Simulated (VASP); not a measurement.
# ZnCu (P4mm) in VASP: a series of runs

ZnCu is run at these levels: PBE; tasks: single point.

All numbers are computed with VASP 6.6.1; they aren't measurements. Logs are shortened: lines on timing, memory, paths and dates and some standing lists are left out, and cuts for length are marked.

## (1) The cell of the first run

It takes space group P4mm (No. 99, tetragonal). The conventional cell has a = 2.945 Å, b = 2.945 Å, c = 2.945 Å, α = 90.00°, β = 90.00°, γ = 90.00°. Within 3.0 Å of Zn (site symmetry 4mm) lie 8 Cu at 2.30 to 2.86 Å and 6 Zn at 2.94 Å. Within 3.0 Å of Cu (site symmetry 4mm) lie 8 Zn at 2.30 to 2.86 Å and 6 Cu at 2.94 Å.

## (2) Single point, PBE

INCAR reads:

```
SYSTEM = ZnCu
ALGO = Normal ; EDIFF = 1E-6
ENCUT = 520 ; GGA = PE
ISIF = 2 ; ISMEAR = -1
LASPH = .True. ; LCHARG = .False.
LREAL = .False. ; LWAVE = .False.
NBANDS = 18 ; NELM = 60
PREC = Accurate ; SIGMA = 0.05
```

KPOINTS reads:

```
k-points
0
Gamma
  8 8 8
  0 0 0
```

POSCAR reads:

```
ZnCu
1.0
    2.9450000000      0.0000000000      0.0000000000
    0.0000000000      2.9450000000      0.0000000000
    0.0000000000      0.0000000000      2.9450000000
Zn Cu
1 1
Direct
    0.5000000000      0.5000000000      0.5000000000
    0.1666665535      0.0000000000      0.0000000000
```

Potentials or basis: VASP PAW PBE potentials, release 64 (Zn, Cu).

Launch:

```
> cat potpaw_PBE.64/Zn/POTCAR potpaw_PBE.64/Cu/POTCAR > POTCAR
> mpirun -np 1 vasp_std > vasp.out
```

OUTCAR:

```text
SYSTEM = ZnCu
   EDIFF = 1E-6
   ENCUT = 520
   GGA = PE
   ISIF = 2
   ISMEAR = -1
   LASPH = .True.
   LREAL = .False.
   NELM = 60
   PREC = Accurate

 ion  position               nearest neighbor table
   1  0.500  0.500  0.500-   2 2.30   2 2.30   2 2.30   2 2.30   2 2.86   2 2.86   2 2.86   2 2.86

   2  0.167  0.000  0.000-   1 2.30   1 2.30   1 2.30   1 2.30   1 2.86   1 2.86   1 2.86   1 2.86

  LATTYP: Found a simple cubic cell.
 ALAT       =     2.9450000000

  Lattice vectors:

 A1 = (   2.9450000000,   0.0000000000,   0.0000000000)
 A2 = (   0.0000000000,   2.9450000000,   0.0000000000)
 A3 = (   0.0000000000,   0.0000000000,   2.9450000000)

Analysis of symmetry for initial positions (statically):
=====================================================================
 Subroutine PRICEL returns:
 Original cell was already a primitive cell.

 Routine SETGRP: Setting up the symmetry group for a
 simple cubic supercell.

 Subroutine GETGRP returns: Found  8 space group operations
 (whereof  8 operations were pure point group operations)
 out of a pool of 48 trial point group operations.

The static configuration has the point symmetry C_4v.

Analysis of symmetry for dynamics (positions and initial velocities):
=====================================================================
 Subroutine PRICEL returns:
 Original cell was already a primitive cell.

 Routine SETGRP: Setting up the symmetry group for a
 simple cubic supercell.

 Subroutine GETGRP returns: Found  8 space group operations
 (whereof  8 operations were pure point group operations)
 out of a pool of 48 trial point group operations.

The dynamic configuration has the point symmetry C_4v.

 Subroutine INISYM returns: Found  8 space group operations
 (whereof  8 operations are pure point group operations),
 and found     1 'primitive' translations

----------------------------------------------------------------------------------------

                                     Primitive cell

  volume of cell :      25.5421

  direct lattice vectors                    reciprocal lattice vectors
     2.945000000  0.000000000  0.000000000     0.339558574  0.000000000  0.000000000
     0.000000000  2.945000000  0.000000000     0.000000000  0.339558574  0.000000000
     0.000000000  0.000000000  2.945000000     0.000000000  0.000000000  0.339558574

  length of vectors
     2.945000000  2.945000000  2.945000000     0.339558574  0.339558574  0.339558574

[... 79 lines left out ...]
   NELM   =     60;   NELMIN=  2; NELMDL= -5     # of ELM steps
   EDIFF  = 0.1E-05   stopping-criterion for ELM
   LREAL  =      F    real-space projection
   EDIFFG = 0.1E-04   stopping-criterion for IOM
   NSW    =      0    number of steps for IOM
   IBRION =     -1    ionic relax: 0-MD 1-quasi-New 2-CG
   NFREE  =      0    steps in history (QN), initial steepest desc. (CG)
   ISIF   =      2    stress and relaxation
   ISYM   =      2    0-nonsym 1-usesym 2-fastsym
   POTIM  = 0.5000    time-step for ionic-motion
   TEBEG  =    0.0;   TEEND  =   0.0 temperature during run
   PSTRESS=    0.0 pullay stress
   NELECT =      23.0000    total number of electrons
   NUPDOWN=      -1.0000    fix difference up-down
   EMIN   =  10.00;   EMAX   =-10.00  energy-range for DOS
   EFERMI =   0.00;   METHOD = LEGACY
   ISMEAR =    -1;   SIGMA  =   0.05  broadening in eV -4-tet -1-fermi 0-gaus
   EFERMI_NEDOS =   21; number of points for ismear=-14 and -15
   IALGO  =     38    algorithm
   IMIX   =      4    mixing-type and parameters
     AMIX     =   0.40;   BMIX     =  1.00
     AMIX_MAG =   1.60;   BMIX_MAG =  1.00
  volume/ion in A,a.u.               =      12.77        86.18
  Fermi-wavevector in a.u.,A,eV,Ry     =   1.580880  2.987429 34.003415  2.499180
  Thomas-Fermi vector in A             =   2.681040
   LORBIT       =      0    0 simple, 1 ext, 2 COOP (PROOUT), +10 PAW based schemes
   GGA     = PE    functional components
   LHFCALC =     F    Hartree Fock is set to
   AEXX    =    0.0000 exact exchange contribution
   IVDW    =     0    specifies the selected vdW correction
   LEPSILON=     F    determine dielectric tensor
   LRPA    =     F    only Hartree local field effects (RPA)
 non-spin polarized calculation
  energy-cutoff  :      520.00
  volume of cell :       25.54
 maximum number of plane-waves:       703
 NGX is ok and might be reduce to    24
   NGX = 11   NGY = 11   NGZ = 11

 number of electron      23.0000000 magnetization

 Free energy of the ion-electron system (eV)
  ---------------------------------------------------
  ext. energy  EPLUGINS =         0.00000000
  ---------------------------------------------------
  free energy    TOTEN  =        -4.45186928 eV

  energy without entropy =       -4.44825450  energy(sigma->0) =       -4.45006189

 E-fermi :   5.4126     XC(G=0): -12.3399

 val. band max:        5.3625513512   @ k =   0.1250   0.3750   0.3750
 cond. band min:       5.5111178375   @ k =   0.3750   0.3750   0.1250
 fundamental gap:      0.1485664862
 Fermi energy:         5.4125799222

 k-point     1 :       0.0000    0.0000    0.0000
  band No.  band energies     occupation
      1      -4.8169      2.00000
      2      -2.5438      2.00000
      3      -2.3290      2.00000
      4      -1.8693      2.00000
      5      -1.6669      2.00000
      6      -1.6669      2.00000
[... 481 lines left out ...]
      5      -1.7671      2.00000
      6      -0.9320      2.00000
[... 10 lines left out ...]
     17      22.5628      0.00000
     18      22.6585      0.00000

 [... further k-points ...]

------------------------ aborting loop because EDIFF is reached ----------------------------------------

  FORCE on cell =-STRESS in cart. coord.  units (eV):
  Direction    XX          YY          ZZ          XY          YZ          ZX
  --------------------------------------------------------------------------------------
  -------------------------------------------------------------------------------------
  Total        0.8883288      3.3158188      3.3158188     -0.0000000      0.0000000      0.0000000
  in kB       55.7222237    207.9914474    207.9914474     -0.0000000      0.0000000      0.0000000
  external PRESSURE =     157.2350395 kB  Pullay stress =       0.0000000 kB

 VOLUME and BASIS-vectors are now :
 -----------------------------------------------------------------------------
  energy-cutoff  :      520.00
  volume of cell :       25.54
      direct lattice vectors                 reciprocal lattice vectors
     2.945000000  0.000000000  0.000000000     0.339558574  0.000000000  0.000000000
     0.000000000  2.945000000  0.000000000     0.000000000  0.339558574  0.000000000
     0.000000000  0.000000000  2.945000000     0.000000000  0.000000000  0.339558574

 POSITION                                       TOTAL-FORCE (eV/Angst)
 -----------------------------------------------------------------------------------
      1.47250      1.47250      1.47250         2.219481     -0.000000      0.000000
      0.49083      0.00000      0.00000        -2.219481      0.000000     -0.000000
 -----------------------------------------------------------------------------------
    total drift:                                0.000513      0.000000     -0.000000

  FREE ENERGIE OF THE ION-ELECTRON SYSTEM (eV)
  ---------------------------------------------------
  free  energy   TOTEN  =        -4.4518692807 eV

  energy  without entropy=       -4.4482545020  energy(sigma->0) =       -4.45006189
```

OSZICAR:

```text
N       E                     dE             d eps       ncg     rms          rms(c)
DAV:   1     0.111554011039E+03    0.11155E+03   -0.10170E+04  2812   0.200E+03
DAV:   2    -0.830785662249E+00   -0.11238E+03   -0.10776E+03  2716   0.300E+02
DAV:   3    -0.547098359571E+01   -0.46402E+01   -0.45908E+01  3054   0.746E+01
DAV:   4    -0.550741572644E+01   -0.36432E-01   -0.36420E-01  3096   0.608E+00
DAV:   5    -0.550794554921E+01   -0.52982E-03   -0.52981E-03  3020   0.758E-01    0.984E+00
DAV:   6    -0.530610052402E+01    0.20185E+00   -0.12942E+01  2872   0.920E+01    0.568E+00
DAV:   7    -0.446577004142E+01    0.84033E+00   -0.29988E+00  2902   0.887E+01    0.257E+00
DAV:   8    -0.446123990893E+01    0.45301E-02   -0.14886E-01  3448   0.462E+00    0.132E+00
DAV:   9    -0.445204991789E+01    0.91900E-02   -0.12571E-02  3350   0.252E+00    0.144E-01
DAV:  10    -0.445191180308E+01    0.13811E-03   -0.14367E-03  4128   0.879E-01    0.647E-02
DAV:  11    -0.445186979137E+01    0.42012E-04   -0.21610E-04  3454   0.419E-01    0.775E-03
DAV:  12    -0.445186980247E+01   -0.11104E-07   -0.12934E-05  3784   0.498E-02    0.351E-03
DAV:  13    -0.445186928074E+01    0.52173E-06   -0.68522E-07  1526   0.174E-02
   1 F= -.44518693E+01 E0= -.44500619E+01  d E =-.361478E-02
```

Wall time 41 s (1 thread of Intel Xeon 8259CL, shared host); peak memory 0.16 GiB.

Results:

- Free energy: -4.4519 eV
- Pressure: 15.7 GPa
- Largest force: 2.219 eV/Å
- Band gap on the k mesh: zero (an odd number of electrons rules out a gap without spin polarisation)

Forces on the atoms (eV/Å):
```
Zn   2.219  0.000  0.000
Cu  -2.219  0.000  0.000
```

Caveat: the stress differs along the axes, from 6 to 21 GPa; forces of over 1 eV/Å act on the atoms, so gaps and moduli don't describe the material at rest.

## (3) Single point, PBE

INCAR reads:

```
ALGO = Normal
EDIFF = 1E-7
ENCUT = 520
GGA = PE
ISIF = 2
ISMEAR = -1
LASPH = T
LCHARG = F
LREAL = F
LWAVE = F
NBANDS = 18
NELM = 80
PREC = Accurate
SIGMA = 0.05
```

KPOINTS reads:

```
k-points
0
Gamma
  8 8 8
```

POSCAR: that of step 2 with these lines changed.

```diff
@@ -9,2 +9,2 @@
     0.5000000000      0.5000000000      0.5000000000
-    0.1666665535      0.0000000000      0.0000000000
+    0.3333334465      0.0000000000      0.0000000000
```

Potentials or basis: VASP PAW PBE potentials, release 64 (Zn, Cu).

Launch:

```
> cat potpaw_PBE.64/Zn/POTCAR potpaw_PBE.64/Cu/POTCAR > POTCAR
> mpirun -np 1 vasp_std > vasp.out
```

It took 47 s on 1 thread of Intel Xeon 8259CL, shared host; peak memory 0.16 GiB.

The run converged. Its results:

| Quantity | Value |
| --- | --- |
| Free energy | -3.1163 eV |
| Pressure | 43.8 GPa |
| Largest force | 2.740 eV/Å |
| Band gap on the k mesh | zero (an odd number of electrons rules out a gap without spin polarisation) |

Forces on the atoms (eV/Å):
```
Zn   2.740  0.000  0.000
Cu  -2.740  0.000  0.000
```

Stress tensor (GPa, compression positive):
```
 3.31  0.00  0.00
 0.00 63.99  0.00
 0.00  0.00 63.99
```

Levels at points of the mesh, in eV from the Fermi level:
```csv
k point,band 8,band 9,band 10,band 11,band 12,band 13,band 14,band 15,band 16,band 17
"(0.00, 0.00, 0.00)",-3.44,-3.01,-3.01,-2.57,6.28,6.28,7.68,10.47,11.62,12.22
"(0.50, 0.00, 0.00)",-3.43,-3.30,-3.30,-2.58,-1.92,9.36,9.36,12.57,13.88,14.95
"(0.00, 0.50, 0.00)",-3.77,-3.59,-3.12,-2.82,-2.41,10.76,11.71,12.16,12.71,13.81
"(0.50, 0.50, 0.00)",-3.62,-3.05,-2.75,-1.99,-0.56,1.86,1.93,14.87,16.02,16.99
"(0.00, 0.50, 0.50)",-3.42,-3.42,-2.91,-1.72,-1.72,2.25,2.53,14.66,16.49,17.04
"(0.50, 0.50, 0.50)",-3.94,-2.89,-2.57,1.32,1.32,3.44,4.59,5.91,6.84,7.76
```

Caveat: the stress differs along the axes, from 3 to 64 GPa; forces of over 1 eV/Å act on the atoms, so gaps and moduli don't describe the material at rest.

(Part 1 of 2 ends here.)

The gap in the log of VASP goes by the Fermi energy; the results here count the filled bands.